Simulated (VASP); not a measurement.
# Zr2BiN2 (P4_2/mmc) in VASP: single point with PBE

Aim: the single point of Zr2BiN2 with PBE.

Program: VASP 6.6.1. These are calculated values, not measurements. Logs are shortened: lines on timing, memory, paths and dates and some standing lists are left out, and cuts for length are marked.

## (1) The cell of the first run

Symmetry: P4_2/mmc, No. 131, tetragonal system. Conventional cell: a = 5.150 Å, b = 5.150 Å, c = 6.807 Å, α = 90.00°, β = 90.00°, γ = 90.00°. Within 3.1 Å of Zr (site symmetry m2m) lie 2 N at 2.32 Å and 2 Zr at 2.51 to 2.64 Å. Within 4.1 Å of Bi (site symmetry -4m2) lie 8 N at 3.15 Å and 8 Zr at 3.36 Å and 2 Bi at 3.40 Å. Within 1.7 Å of N (site symmetry m2m) lie 1 N at 1.25 Å.

The cell was built from a structure type or drawn by symmetry, and may not be a known phase.

## (2) Single point, PBE

INCAR

```
PREC = Accurate
ENCUT = 910
EDIFF = 1E-6
ISMEAR = 0
SIGMA = 0.1
LREAL = F
LASPH = T
NELM = 120
ALGO = Normal
ISIF = 2
LWAVE = F
LCHARG = T
GGA = PE
LELF = T
LVHAR = T
NBANDS = 60
GGA_COMPAT = F
```

KPOINTS

```
Automatic mesh
0
Gamma
  4 4 2
```

POSCAR

```
Zr2BiN2
1.0
    5.1504813430      0.0000000000      0.0000000000
    0.0000000000      5.1504813430      0.0000000000
    0.0000000000      0.0000000000      6.8067720535
Zr Bi N
4 2 4
Direct
    0.2564961287      0.5000000000      0.0000000000
    0.7435038713      0.5000000000      0.0000000000
    0.5000000000      0.2564961287      0.5000000000
    0.5000000000      0.7435038713      0.5000000000
    0.0000000000      0.0000000000      0.7500000000
    0.0000000000      0.0000000000      0.2500000000
    0.5000000000      0.1211040188      0.0000000000
    0.5000000000      0.8788959812      0.0000000000
    0.8788959812      0.5000000000      0.5000000000
    0.1211040188      0.5000000000      0.5000000000
```

Potentials or basis: VASP PAW PBE potentials, release 64 (Zr_sv, Bi_d, N_h).

Run with:

```sh
> cat potpaw_PBE.64/Zr_sv/POTCAR potpaw_PBE.64/Bi_d/POTCAR potpaw_PBE.64/N_h/POTCAR > POTCAR
> mpirun -np 1 vasp_std > vasp.out
```

OUTCAR:

```text
PREC = Accurate
   ENCUT = 910
   EDIFF = 1E-6
   ISMEAR = 0
   LREAL = F
   LASPH = T
   NELM = 120
   ISIF = 2
   GGA = PE

 ion  position               nearest neighbor table
   1  0.256  0.500  0.000-   7 2.32   8 2.32   2 2.51   2 2.64   6 3.36   5 3.36   6 3.36   5 3.36
                             4 3.84   3 3.84   4 3.84   3 3.84
   2  0.744  0.500  0.000-   7 2.32   8 2.32   1 2.51   1 2.64   5 3.36   6 3.36   5 3.36   6 3.36
                             3 3.84   4 3.84   3 3.84   4 3.84
   3  0.500  0.256  0.500-   9 2.32  10 2.32   4 2.51   4 2.64   6 3.36   5 3.36   5 3.36   6 3.36
                             2 3.84   2 3.84   1 3.84   1 3.84
   4  0.500  0.744  0.500-   9 2.32  10 2.32   3 2.51   3 2.64   5 3.36   6 3.36   5 3.36   6 3.36
                             1 3.84   2 3.84   2 3.84   1 3.84
   5  0.000  0.000  0.750-   1 3.36   2 3.36   3 3.36   4 3.36   1 3.36   2 3.36   3 3.36   4 3.36
                             6 3.40   6 3.40
   6  0.000  0.000  0.250-   1 3.36   2 3.36   3 3.36   4 3.36   1 3.36   2 3.36   3 3.36   4 3.36
                             5 3.40   5 3.40
   7  0.500  0.121  0.000-   8 1.25   2 2.32   1 2.32
   8  0.500  0.879  0.000-   7 1.25   2 2.32   1 2.32
   9  0.879  0.500  0.500-  10 1.25   4 2.32   3 2.32
  10  0.121  0.500  0.500-   9 1.25   4 2.32   3 2.32

  LATTYP: Found a simple tetragonal cell.
 ALAT       =     5.1504813430
 C/A-ratio  =     1.3215797904

  Lattice vectors:

 A1 = (   5.1504813430,   0.0000000000,   0.0000000000)
 A2 = (   0.0000000000,   5.1504813430,   0.0000000000)
 A3 = (   0.0000000000,   0.0000000000,   6.8067720535)

Analysis of symmetry for initial positions (statically):
=====================================================================
 Subroutine PRICEL returns:
 Original cell was already a primitive cell.

 Routine SETGRP: Setting up the symmetry group for a
 simple tetragonal supercell.

 Subroutine GETGRP returns: Found 16 space group operations
 (whereof  8 operations were pure point group operations)
 out of a pool of 16 trial point group operations.

The static configuration has the point symmetry D_2h.
 The point group associated with its full space group is D_4h.

Analysis of symmetry for dynamics (positions and initial velocities):
=====================================================================
 Subroutine PRICEL returns:
 Original cell was already a primitive cell.

 Routine SETGRP: Setting up the symmetry group for a
 simple tetragonal supercell.

 Subroutine GETGRP returns: Found 16 space group operations
[... 117 lines left out ...]
   PSTRESS=    0.0 pullay stress
   NELECT =      98.0000    total number of electrons
   NUPDOWN=      -1.0000    fix difference up-down
   EMIN   =  10.00;   EMAX   =-10.00  energy-range for DOS
   EFERMI =   0.00;   METHOD = LEGACY
   ISMEAR =     0;   SIGMA  =   0.10  broadening in eV -4-tet -1-fermi 0-gaus
   EFERMI_NEDOS =   21; number of points for ismear=-14 and -15
   IALGO  =     38    algorithm
   IMIX   =      4    mixing-type and parameters
     AMIX     =   0.40;   BMIX     =  1.00
     AMIX_MAG =   1.60;   BMIX_MAG =  1.00
  volume/ion in A,a.u.               =      18.06       121.85
  Fermi-wavevector in a.u.,A,eV,Ry     =   1.335379  2.523501 24.262417  1.783237
  Thomas-Fermi vector in A             =   2.464088
   LORBIT       =      0    0 simple, 1 ext, 2 COOP (PROOUT), +10 PAW based schemes
   GGA     = PE    functional components
   LHFCALC =     F    Hartree Fock is set to
   AEXX    =    0.0000 exact exchange contribution
   IVDW    =     0    specifies the selected vdW correction
   LEPSILON=     F    determine dielectric tensor
   LRPA    =     F    only Hartree local field effects (RPA)
 non-spin polarized calculation
 Gauss-broadening in eV      SIGMA  =   0.10
  energy-cutoff  :      910.00
  volume of cell :      180.57
 maximum number of plane-waves:     11296
 NGX is ok and might be reduce to    54
   NGX = 25   NGY = 25   NGZ = 33

 number of electron      97.9999999 magnetization

 Free energy of the ion-electron system (eV)
  ---------------------------------------------------
  ext. energy  EPLUGINS =         0.00000000
  ---------------------------------------------------
  free energy    TOTEN  =       -74.08022443 eV

  energy without entropy =      -74.05006530  energy(sigma->0) =      -74.06514486

 E-fermi :   8.4347     XC(G=0): -10.9802

 val. band max:        8.3832346561   @ k =   0.2500   0.2500   0.0000
 cond. band min:       8.5138821466   @ k =   0.5000   0.0000   0.5000
 fundamental gap:      0.1306474905
 Fermi energy:         8.4347044225

 k-point     1 :       0.0000    0.0000    0.0000
  band No.  band energies     occupation
      1     -40.6316      2.00000
      2     -40.6225      2.00000
      3     -40.1328      2.00000
      4     -40.1328      2.00000
      5     -20.0215      2.00000
      6     -20.0078      2.00000
[... 745 lines left out ...]
     59      10.9719      0.00000
     60      10.9797      0.00000

------------------------ aborting loop because EDIFF is reached ----------------------------------------

  FORCE on cell =-STRESS in cart. coord.  units (eV):
  Direction    XX          YY          ZZ          XY          YZ          ZX
  --------------------------------------------------------------------------------------
  -------------------------------------------------------------------------------------
  Total        0.1487685      0.1487685     -0.1830550      0.0000000      0.0000000      0.0000000
  in kB        1.3200328      1.3200328     -1.6242590      0.0000000      0.0000000      0.0000000
  external PRESSURE =       0.3386022 kB  Pullay stress =       0.0000000 kB

 VOLUME and BASIS-vectors are now :
 -----------------------------------------------------------------------------
  energy-cutoff  :      910.00
  volume of cell :      180.57
      direct lattice vectors                 reciprocal lattice vectors
     5.150481343  0.000000000  0.000000000     0.194156610  0.000000000  0.000000000
     0.000000000  5.150481343  0.000000000     0.000000000  0.194156610  0.000000000
     0.000000000  0.000000000  6.806772053     0.000000000  0.000000000  0.146912515

 POSITION                                       TOTAL-FORCE (eV/Angst)
 -----------------------------------------------------------------------------------
      1.32108      2.57524      0.00000        -0.023871      0.000000     -0.000000
      3.82940      2.57524      0.00000         0.023871      0.000000      0.000000
      2.57524      1.32108      3.40339        -0.000000     -0.023871      0.000000
      2.57524      3.82940      3.40339        -0.000000      0.023871     -0.000000
      0.00000      0.00000      5.10508        -0.000000      0.000000      0.000000
      0.00000      0.00000      1.70169        -0.000000      0.000000      0.000000
      2.57524      0.62374      0.00000        -0.000000      0.003564      0.000000
      2.57524      4.52674      0.00000        -0.000000     -0.003564     -0.000000
      4.52674      2.57524      3.40339        -0.003564      0.000000     -0.000000
      0.62374      2.57524      3.40339         0.003564      0.000000      0.000000
 -----------------------------------------------------------------------------------
    total drift:                                0.000000      0.000000      0.000000

  FREE ENERGIE OF THE ION-ELECTRON SYSTEM (eV)
  ---------------------------------------------------
  free  energy   TOTEN  =       -74.0802244319 eV

  energy  without entropy=      -74.0500652960  energy(sigma->0) =      -74.06514486
```

stdout:

```text
POSCAR found type information on POSCAR ZrBiN
 POSCAR found :  3 types and      10 ions
 scaLAPACK will be used
 LDA part: xc-table for (Slater+PW92), standard interpolation
 POSCAR, INCAR and KPOINTS ok, starting setup
 FFT: planning ... GRIDC
 FFT: planning ... GRID_SOFT
 FFT: planning ... GRID
 WAVECAR not read
 entering main loop
```

Wall time 6.2 min (1 thread of AMD EPYC 7R13 (Zen 3), shared host); peak memory 0.6 GiB.

What came out:

- Free energy: -74.0802 eV
- Pressure: 0.0 GPa
- Largest force: 0.024 eV/Å
- Band gap on the k mesh: zero (bands 49 and 50 overlap by 1.58 eV)

Forces in eV/Å, atoms in the order of the input:
```
Zr  -0.024  0.000  0.000
Zr   0.024  0.000  0.000
Zr   0.000 -0.024  0.000
Zr   0.000  0.024  0.000
Bi   0.000  0.000  0.000
Bi   0.000  0.000  0.000
N    0.000  0.004  0.000
N    0.000 -0.004  0.000
N   -0.004  0.000  0.000
N    0.004  0.000  0.000
```

Levels at points of the mesh, in eV from the Fermi level:
```tsv
k point	band 44	band 45	band 46	band 47	band 48	band 49	band 50	band 51	band 52	band 53
(0.00, 0.00, 0.00)	-1.99	-1.94	-1.64	-1.43	-0.81	0.22	0.44	1.24	1.24	1.27
(0.50, 0.00, 0.00)	-1.63	-1.28	-1.20	-0.86	-0.25	0.11	0.55	0.80	1.11	1.61
(0.50, 0.50, 0.00)	-0.81	-0.81	-0.59	-0.59	-0.27	1.16	1.40	1.40	1.43	1.68
(0.00, 0.00, 0.50)	-2.02	-1.69	-1.69	-0.69	-0.69	0.27	0.27	0.89	0.89	1.39
(0.50, 0.00, 0.50)	-1.49	-1.34	-1.06	-0.97	-0.67	-0.28	0.08	1.05	1.32	1.34
(0.50, 0.50, 0.50)	-1.86	-1.32	-1.32	-0.08	-0.08	1.33	1.33	1.47	1.47	2.11
```

Caveat: the k points lie up to 0.46 Å⁻¹ apart, too coarse for converged energies and pressures of a metal; the cutoff is under 1.25 times the usual one of these potentials, so pressure, stress and relaxed cells hold a basis-set (Pulay) error; spin-orbit coupling is left out, which moves the levels of the heavy elements.
